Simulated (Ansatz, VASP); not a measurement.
**Co: VASP beside Ansatz**

```xyz
2
Lattice="3.5979 1.7990 1.7990 1.7990 3.5979 1.7990 1.7990 1.7990 3.5979" Properties=species:S:1:pos:R:3 pbc="T T T"
Co    0.0000    0.0000    0.0000
Co    3.5979    3.5979    3.5979
```

Alike in both runs: task single point; functional PBE; k mesh 11 × 11 × 11; occupations gaussian, width 0.1 eV; collinear spin.

```csv
,VASP,Ansatz
version,VASP 6.6.1,Ansatz 0.2.0
potentials or method,"VASP PAW PBE potentials, release 64 (Co), cutoff 520 eV","PAW, plane waves, scalar-relativistic"
valence electrons in the cell,18,34
```

```tsv
	VASP	Ansatz	Ansatz less VASP
pressure (GPa)	-12.7	-12.2	+0.49
net moment per atom (μB)	1.65	1.67	+0.018
size of the moment on the site where the two differ most (μB)	1.68	1.75	+0.063
```

Site moments also hang on the region over which each program counts them. The functional is the same, so the differences come from potentials, cutoffs and numerics. VASP's potentials hold 18 valence electrons a cell and Ansatz's 34, so a difference there can come from the potentials and not from the codes.
